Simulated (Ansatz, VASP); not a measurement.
## One calculation of Hg, two programs

Contents of INCAR:

```
PREC     = Accurate       # precision mode
ENCUT    = 520            # plane-wave cutoff, eV
EDIFF    = 1E-6           # SCF threshold, eV
ISMEAR   = 0              # smearing method
SIGMA    = 0.2605         # smearing width, eV
LREAL    = False          # projectors in reciprocal space
LASPH    = True           # aspherical terms in the spheres
NELM     = 100            # most SCF steps
ALGO     = Normal         # electronic algorithm
ISIF     = 2              # what is computed and relaxed
LWAVE    = False          # write WAVECAR
LCHARG   = True           # write CHGCAR
GGA      = PE             # functional
LELF     = True           # ELF
LVHAR    = True         
NBANDS   = 45             # bands
```

File KPOINTS:

```
Automatic mesh
0
Gamma
  5 4 4
```

Contents of POSCAR:

```
Hg
1.0
    6.3264429100      0.0000000000      0.0000000000
    0.0000000000      6.8763506300      0.0000000000
   -2.8377542100      0.0000000000      6.2557963000
Hg
6
Direct
    0.0000000000      0.0000000000      0.0000000000
    0.0000000000      0.5000000000      0.5000000000
    0.4250000000      0.3600000000      0.2650000000
    0.5750000000      0.8600000000      0.2350000000
    0.5750000000      0.6400000000      0.7350000000
    0.4250000000      0.1400000000      0.7650000000
```

Input for Ansatz:

```yaml
crystal:
  lattice:
    - [6.32644291, 0.0, 0.0]
    - [0.0, 6.87635063, 0.0]
    - [-2.83775421, 0.0, 6.2557963]
  atoms:
    - { symbol: Hg, position: [0.0, 0.0, 0.0] }
    - { symbol: Hg, position: [0.0, 0.5, 0.5] }
    - { symbol: Hg, position: [0.425, 0.36, 0.265] }
    - { symbol: Hg, position: [0.575, 0.86, 0.235] }
    - { symbol: Hg, position: [0.575, 0.64, 0.735] }
    - { symbol: Hg, position: [0.425, 0.14, 0.765] }
  symmetry: { tolerance: 0.0003 }
kpoints:
  mp_grid: { grid: [5, 4, 4], shift: [0, 0, 0] }
  band_path:
    path:
      - [0.0, 0.0, 0.0]
      - [0.0, 0.5, 0.0]
      - [0.0, 0.5, 0.5]
      - [0.0, 0.0, 0.5]
      - [0.0, 0.0, 0.0]
      - [-0.5, 0.0, 0.5]
      - [-0.5, 0.5, 0.5]
      - [0.0, 0.5, 0.0]
      - [-0.5, 0.5, 0.0]
      - [-0.5, 0.0, 0.0]
      - [0.0, 0.0, 0.0]
    npoints: 6
magnetization:
  spin_polarized: false
scf:
  occupations: { method: gaussian, width: 0.2605 }
  lower_state_search: "off"
  max_iter: 200
hamiltonian:
  pseudopotentials: { kind: paw }
  xc: pbe
basis:
  ecutwfc: 420
  fft_grid_basis: typed
output:
  forces: true
  stress: true
  eigenvalues: true
  bader: true
  populations: true
  elf: true
  write_potential: true
  volumetric_format: npy
  dos:
    e_range: [-12, 8]
    de: 0.05
    projected: { site_lists: { Hg: [Hg] } }
checkpoint:
  read: saved_state
```

Alike in both runs: task single point; functional PBE; k mesh 5 × 4 × 4; occupations gaussian, width 0.2605 eV; no spin polarisation.

|  | VASP | Ansatz |
| --- | --- | --- |
| version | VASP 6.6.1 | Ansatz 0.2.0 |
| potentials or method | VASP PAW PBE potentials, release 64 (Hg), cutoff 520 eV | PAW plane waves |
| valence electrons in the cell | 72 | 120 |

|  | VASP | Ansatz | Ansatz less VASP |
| --- | --- | --- | --- |
| pressure (GPa) | -0.5 | -0.5 | +0.01 |
| traceless stress, the component that is largest in VASP (GPa) | 0.12 | 0.12 | -0.006 |
| rms of the force components (eV/Å) | 0.018 | 0.018 | +0.0001 |

Atom by atom the forces differ by 0.001 eV/Å (rms over components). With one functional, cell and mesh, what is left measures potentials, basis and numerics. VASP's potentials hold 72 valence electrons a cell and Ansatz's 120, so a difference there can come from the potentials and not from the codes.

Neither program's run includes spin-orbit coupling.
